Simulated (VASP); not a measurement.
# FeO (Wuestite) (R-3m) in VASP: further runs

FeO (Wuestite) is run at these levels: LDA, PBE; tasks: single point.

Program: VASP 6.6.1. These are calculated values, not measurements. Logs are shortened: lines on timing, memory, paths and dates and some standing lists are left out, and cuts for length are marked.

### 1 The cell of the first run

It takes space group R-3m (No. 166, trigonal). The conventional cell has a = 2.976 Å, b = 2.976 Å, c = 7.404 Å, α = 90.00°, β = 90.00°, γ = 120.00°. Within 2.8 Å of Fe (site symmetry -3m) lie 6 O at 2.12 Å. O (site symmetry -3m) has 6 Fe at 2.12 Å within 2.8 Å.

### 2 Single point, LDA, collinear spin, ferromagnetic start

Input file INCAR:

```
PREC = Accurate
ENCUT = 600
EDIFF = 1E-6
ISMEAR = -1
SIGMA = 0.05
LREAL = False
LASPH = True
NELM = 200
ALGO = Normal
ISIF = 2
LWAVE = False
LCHARG = False
ISPIN = 2
MAGMOM = 3 0
LORBIT = 11
LMAXMIX = 4
NBANDS = 22
GGA_COMPAT = False
```

Input file KPOINTS:

```
regular mesh
0
Gamma
  9 9 9
```

Input file POSCAR:

```
FeO
1.0
    1.4878158575      0.8589908858      2.4681429078
   -1.4878158575      0.8589908858      2.4681429078
    0.0000000000     -1.7179817717      2.4681429078
Fe O
1 1
Direct
    0.0000000000      0.0000000000      0.0000000000
    0.5000000000      0.5000000000      0.5000000000
```

Potentials or basis: VASP PAW LDA potentials, release 64 (Fe_sv, O).

Started as:

```
$ cat potpaw_LDA.64/Fe_sv/POTCAR potpaw_LDA.64/O/POTCAR > POTCAR
$ mpirun -np 1 vasp_std > vasp.out
```

OUTCAR:

```text
PREC = Accurate
   ENCUT = 600
   EDIFF = 1E-6
   ISMEAR = -1
   LREAL = False
   LASPH = True
   NELM = 200
   ISIF = 2
   ISPIN = 2
   LORBIT = 11

 ion  position               nearest neighbor table
   1  0.000  0.000  0.000-   2 2.12   2 2.12   2 2.12   2 2.12   2 2.12   2 2.12
   2  0.500  0.500  0.500-   1 2.12   1 2.12   1 2.12   1 2.12   1 2.12   1 2.12

  LATTYP: Found a trigonal (rhomboedric) cell.
 ALAT       =     3.0071898479
 COS(alpha) =     0.5104391626

  Lattice vectors:

 A1 = (   1.4878158575,   0.8589908858,   2.4681429078)
 A2 = (  -1.4878158575,   0.8589908858,   2.4681429078)
 A3 = (   0.0000000000,  -1.7179817717,   2.4681429078)

Analysis of symmetry for initial positions (statically):
=====================================================================
 Subroutine PRICEL returns:
 Original cell was already a primitive cell.

 Routine SETGRP: Setting up the symmetry group for a
 trigonal (rhombohedral) supercell.

 Subroutine GETGRP returns: Found 12 space group operations
 (whereof 12 operations were pure point group operations)
 out of a pool of 12 trial point group operations.

The static configuration has the point symmetry D_3d.

Analysis of symmetry for dynamics (positions and initial velocities):
=====================================================================
 Subroutine PRICEL returns:
 Original cell was already a primitive cell.

 Routine SETGRP: Setting up the symmetry group for a
 trigonal (rhombohedral) supercell.

 Subroutine GETGRP returns: Found 12 space group operations
 (whereof 12 operations were pure point group operations)
 out of a pool of 12 trial point group operations.

The dynamic configuration has the point symmetry D_3d.

Analysis of structural, dynamic, and magnetic symmetry:
=====================================================================
 Subroutine PRICEL returns:
 Original cell was already a primitive cell.

 Routine SETGRP: Setting up the symmetry group for a
 trigonal (rhombohedral) supercell.

 Subroutine GETGRP returns: Found 12 space group operations
 (whereof 12 operations were pure point group operations)
 out of a pool of 12 trial point group operations.

The overall configuration has the point symmetry D_3d.

 Subroutine INISYM returns: Found 12 space group operations
 (whereof 12 operations are pure point group operations),
 and found     1 'primitive' translations

----------------------------------------------------------------------------------------

                                     Primitive cell

  volume of cell :      18.9260

  direct lattice vectors                    reciprocal lattice vectors
     1.487815858  0.858990886  2.468142908     0.336063094  0.194026118  0.135054308
    -1.487815858  0.858990886  2.468142908    -0.336063094  0.194026118  0.135054308
     0.000000000 -1.717981772  2.468142908     0.000000000 -0.388052235  0.135054308

  length of vectors
     3.007189848  3.007189848  3.007189848     0.410882226  0.410882226  0.410882226

  position of ions in fractional coordinates (direct lattice)
     0.000000000  0.000000000  0.000000000
     0.500000000  0.500000000  0.500000000

  ion indices of the primitive-cell ions
   primitive index   ion index
                 1           1
                 2           2

----------------------------------------------------------------------------------------

 KPOINTS: regular mesh

Automatic generation of k-mesh.
 Grid dimensions read from file:
 generate k-points for:    9    9    9

 Generating k-lattice:

  Cartesian coordinates                     Fractional coordinates (reciprocal lattice)
     0.037340344  0.021558458  0.015006034     0.111111111 -0.000000000  0.000000000
    -0.037340344  0.021558458  0.015006034    -0.000000000  0.111111111  0.000000000
     0.000000000 -0.043116915  0.015006034     0.000000000  0.000000000  0.111111111

  Length of vectors
     0.045653581  0.045653581  0.045653581

  Shift w.r.t. Gamma in fractional coordinates (k-lattice)
     0.000000000  0.000000000  0.000000000

 Subroutine IBZKPT returns following result:
 ===========================================

 Found     85 irreducible k-points:

 Following reciprocal coordinates:
            Coordinates               Weight
  0.000000  0.000000  0.000000      1.000000
  0.111111 -0.000000  0.000000      6.000000
  0.222222 -0.000000  0.000000      6.000000
  0.333333 -0.000000  0.000000      6.000000
  0.444444 -0.000000  0.000000      6.000000
  0.111111  0.111111 -0.000000      6.000000
[... 16 lines left out ...]
 -0.333333  0.333333  0.000000      6.000000
  0.444444  0.444444  0.000000      6.000000
 [... further k-points ...]
   k-points           NKPTS =     85   k-points in BZ     NKDIM =     85   number of bands    NBANDS=     22
   number of dos      NEDOS =    301   number of ions     NIONS =      2
   total plane-waves  NPLWV =  13824
   dimension x,y,z NGX =    24 NGY =   24 NGZ =   24
   dimension x,y,z NGXF=    48 NGYF=   48 NGZF=   48
   ions per type =               1   1
   NGX,Y,Z   is equivalent  to a cutoff of  13.27, 13.27, 13.27 a.u.
   NGXF,Y,Z  is equivalent  to a cutoff of  26.54, 26.54, 26.54 a.u.
 SYSTEM =  unknown system
   PREC   = accura    normal or accurate (medium, high low for compatibility)
   ISTART =      0    job   : 0-new  1-cont  2-samecut
   ICHARG =      2    charge: 1-file 2-atom 10-const
   ISPIN  =      2    spin polarized calculation?
   LNONCOLLINEAR =      F non collinear calculations
   LSORBIT =      F    spin-orbit coupling
   LASPH  =      T    aspherical Exc in radial PAW
   ENCUT  =  600.0 eV  44.10 Ry    6.64 a.u.   6.01  6.01  6.01*2*pi/ulx,y,z
   NELM   =    200;   NELMIN=  2; NELMDL= -5     # of ELM steps
   EDIFF  = 0.1E-05   stopping-criterion for ELM
   LREAL  =      F    real-space projection
   EDIFFG = 0.1E-04   stopping-criterion for IOM
   NSW    =      0    number of steps for IOM
   IBRION =     -1    ionic relax: 0-MD 1-quasi-New 2-CG
   NFREE  =      0    steps in history (QN), initial steepest desc. (CG)
   ISIF   =      2    stress and relaxation
   ISYM   =      2    0-nonsym 1-usesym 2-fastsym
   POTIM  = 0.5000    time-step for ionic-motion
   TEBEG  =    0.0;   TEEND  =   0.0 temperature during run
   PSTRESS=    0.0 pullay stress
   NELECT =      22.0000    total number of electrons
   NUPDOWN=      -1.0000    fix difference up-down
   EMIN   =  10.00;   EMAX   =-10.00  energy-range for DOS
   EFERMI =   0.00;   METHOD = LEGACY
   ISMEAR =    -1;   SIGMA  =   0.05  broadening in eV -4-tet -1-fermi 0-gaus
   EFERMI_NEDOS =   21; number of points for ismear=-14 and -15
   IALGO  =     38    algorithm
   IMIX   =      4    mixing-type and parameters
     AMIX     =   0.40;   BMIX     =  1.00
     AMIX_MAG =   1.60;   BMIX_MAG =  1.00
  volume/ion in A,a.u.               =       9.46        63.86
  Fermi-wavevector in a.u.,A,eV,Ry     =   1.721324  3.252831 40.313469  2.962956
  Thomas-Fermi vector in A             =   2.797597
   LORBIT       =     11    0 simple, 1 ext, 2 COOP (PROOUT), +10 PAW based schemes
   GGA     = CA    functional components
   LHFCALC =     F    Hartree Fock is set to
   AEXX    =    0.0000 exact exchange contribution
   IVDW    =     0    specifies the selected vdW correction
   LEPSILON=     F    determine dielectric tensor
   LRPA    =     F    only Hartree local field effects (RPA)
 spin polarized calculation
  energy-cutoff  :      600.00
  volume of cell :       18.93
 maximum number of plane-waves:       642
   NGX = 13   NGY = 13   NGZ = 13

 number of electron      22.0000004 magnetization       3.8548395

 Free energy of the ion-electron system (eV)
  ---------------------------------------------------
  ext. energy  EPLUGINS =         0.00000000
  ---------------------------------------------------
  free energy    TOTEN  =       -16.56335289 eV

  energy without entropy =      -16.55057345  energy(sigma->0) =      -16.55696317

 E-fermi :  10.1165     XC(G=0): -13.3715

 val. band max:       10.1148725741   @ k =   0.1111   0.1111  -0.0000
 cond. band min:      10.1205377140   @ k =   0.4444   0.3333   0.3333
 fundamental gap:      0.0056651399
 Fermi energy:        10.1164617384

 spin component 1

 k-point     1 :       0.0000    0.0000    0.0000
  band No.  band energies     occupation
      1     -78.4228      1.00000
      2     -44.9766      1.00000
      3     -44.9577      1.00000
      4     -44.9577      1.00000
      5     -10.8063      1.00000
      6       6.0114      1.00000
[... 14 lines left out ...]
     21      31.8510      0.00000
     22      34.4893      0.00000

 k-point     2 :       0.1111   -0.0000    0.0000
  band No.  band energies     occupation
      1     -78.4219      1.00000
      2     -44.9785      1.00000
      3     -44.9654      1.00000
      4     -44.9593      1.00000
      5     -10.6658      1.00000
      6       4.9904      1.00000
[... 542 lines left out ...]
 k-point    24 :       0.4444    0.4444    0.0000
  band No.  band energies     occupation
      1     -78.4127      1.00000
      2     -45.0294      1.00000
      3     -44.9956      1.00000
      4     -44.9836      1.00000
      5      -9.5211      1.00000
      6       2.2524      1.00000
[... 14 lines left out ...]
     21      40.5212      0.00000
     22      40.5409      0.00000

 [... further k-points ...]

 spin component 2

 k-point     1 :       0.0000    0.0000    0.0000
  band No.  band energies     occupation
      1     -74.7047      1.00000
      2     -41.3626      1.00000
      3     -41.3565      1.00000
      4     -41.3565      1.00000
      5     -10.2647      1.00000
      6       6.5806      1.00000
[... 14 lines left out ...]
     21      33.1162      0.00000
     22      35.6686      0.00000

 k-point     2 :       0.1111   -0.0000    0.0000
  band No.  band energies     occupation
      1     -74.7036      1.00000
      2     -41.3682      1.00000
      3     -41.3627      1.00000
      4     -41.3583      1.00000
      5     -10.1224      1.00000
      6       5.7630      1.00000
[... 542 lines left out ...]
 k-point    24 :       0.4444    0.4444    0.0000
  band No.  band energies     occupation
      1     -74.6927      1.00000
      2     -41.4368      1.00000
      3     -41.3923      1.00000
      4     -41.3877      1.00000
      5      -8.9386      1.00000
      6       2.8359      1.00000
[... 14 lines left out ...]
     21      40.8955      0.00000
     22      40.9007      0.00000

 [... further k-points ...]
[... 5 lines left out ...]
  --------------------------------------------------------------------------------------
  -------------------------------------------------------------------------------------
  Total       -1.1277606     -1.1277606     -1.2581694      0.0000000      0.0000000      0.0000000
  in kB      -95.4702827    -95.4702827   -106.5100056      0.0000000      0.0000000      0.0000000
  external PRESSURE =     -99.1501903 kB  Pullay stress =       0.0000000 kB

 VOLUME and BASIS-vectors are now :
 -----------------------------------------------------------------------------
  energy-cutoff  :      600.00
  volume of cell :       18.93
      direct lattice vectors                 reciprocal lattice vectors
     1.487815858  0.858990886  2.468142908     0.336063094  0.194026118  0.135054308
    -1.487815858  0.858990886  2.468142908    -0.336063094  0.194026118  0.135054308
     0.000000000 -1.717981772  2.468142908     0.000000000 -0.388052235  0.135054308

 POSITION                                       TOTAL-FORCE (eV/Angst)
 -----------------------------------------------------------------------------------
      0.00000      0.00000      0.00000        -0.000000     -0.000000      0.000000
      0.00000     -0.00000      3.70221         0.000000      0.000000     -0.000000
 -----------------------------------------------------------------------------------
    total drift:                               -0.000000     -0.000000     -0.000000

  FREE ENERGIE OF THE ION-ELECTRON SYSTEM (eV)
  ---------------------------------------------------
  free  energy   TOTEN  =       -16.5633528943 eV

  energy  without entropy=      -16.5505734518  energy(sigma->0) =      -16.55696317

 total charge

# of ion       s       p       d       tot
------------------------------------------
    1        2.109   6.001   5.540  13.650
    2        1.542   3.435   0.000   4.977
--------------------------------------------------
tot          3.651   9.435   5.540  18.627

 magnetization (x)

# of ion       s       p       d       tot
------------------------------------------
    1        0.014   0.010   3.305   3.329
    2        0.032   0.259   0.000   0.291
--------------------------------------------------
tot          0.046   0.268   3.305   3.619
```

Run time: 32 s. Hardware: 1 thread of Intel Xeon 6975P-C (Granite Rapids), shared host; peak memory 0.18 GiB.

Results:

| Item | Value |
| --- | --- |
| Free energy | -16.5634 eV |
| Pressure | -9.9 GPa |
| Net moment | 3.85 μB per cell |
| Site moments | Fe +3.33; O +0.29 μB |
| Valence electrons inside the program's atomic spheres | Fe 13.65; O 4.98 |

Levels at points of the mesh, in eV from the Fermi level:
Spin up:
```
           k point  band 10  band 11  band 12  band 13  band 14  band 15  band 16  band 17
(0.00, 0.00, 0.00)    -3.60    -3.60    -3.31    -3.31     0.53    15.39    17.17    17.59
```
Spin down:
| k point | band 7 | band 8 | band 9 | band 10 | band 11 | band 12 |
| --- | --- | --- | --- | --- | --- | --- |
| (0.00, 0.00, 0.00) | -3.42 | -3.42 | -0.92 | -0.82 | -0.82 | -0.07 |

Caveat: a cell with one magnetic atom can't hold antiferromagnetic order, which such compounds often take; semilocal functionals often make such compounds metallic where correlation or magnetic order opens a gap, which also shifts bond lengths. With open d or f shells a metallic result of LDA can be an artefact of self-interaction; +U or a hybrid may open a gap.

### 3 Single point, PBE, collinear spin, ferromagnetic start

This run uses another cell than the first one, of 10.47 Å³/atom, 1.106 times its volume.

INCAR, as its differences from that of step 2:

```diff
@@ -16,2 +16,3 @@
 LMAXMIX = 4
+GGA = PE
 NBANDS = 22
```

Input file KPOINTS:

```
regular mesh
0
Gamma
  11 11 11
```

Input file POSCAR:

```
FeO
1.0
    1.5388076799      0.8884310282      2.5527334195
   -1.5388076799      0.8884310282      2.5527334195
    0.0000000000     -1.7768620564      2.5527334195
Fe O
1 1
Direct
    0.0000000000      0.0000000000      0.0000000000
    0.5000000000      0.5000000000      0.5000000000
```

Potentials or basis: VASP PAW PBE potentials, release 64 (Fe_sv, O).

Started as:

```
$ cat potpaw_PBE.64/Fe_sv/POTCAR potpaw_PBE.64/O/POTCAR > POTCAR
$ mpirun -np 1 vasp_std > vasp.out
```

Run time: 2.6 min. Hardware: 1 thread of Intel Xeon 6975P-C (Granite Rapids), shared host; peak memory 0.26 GiB.

The run converged. Its results:

- Free energy: -15.0140 eV
- Pressure: -9.9 GPa
- Band gap on the k mesh: zero (filled and empty bands overlap)
- Net moment: 4.00 μB per cell
- Site moments: Fe +3.48; O +0.29 μB
- Valence electrons inside the program's atomic spheres: Fe 13.60; O 4.97

Stress tensor (GPa, compression positive):
```
 -9.53   0.00   0.00
  0.00  -9.53   0.00
  0.00   0.00 -10.55
```

Levels at points of the mesh, in eV from the Fermi level:
Spin up:
| k point | band 10 | band 11 | band 12 | band 13 | band 14 | band 15 | band 16 | band 17 |
| --- | --- | --- | --- | --- | --- | --- | --- | --- |
| (0.00, 0.00, 0.00) | -3.68 | -3.68 | -3.67 | -3.67 | -0.23 | 15.08 | 16.32 | 16.72 |
Spin down:
```
           k point  band 6  band 7  band 8  band 9  band 10  band 11  band 12  band 13
(0.00, 0.00, 0.00)   -3.26   -3.16   -3.16   -0.74    -0.65    -0.65     0.24     0.24
```

Caveat: a cell with one magnetic atom can't hold antiferromagnetic order, which such compounds often take; semilocal functionals often make such compounds metallic where correlation or magnetic order opens a gap, which also shifts bond lengths.
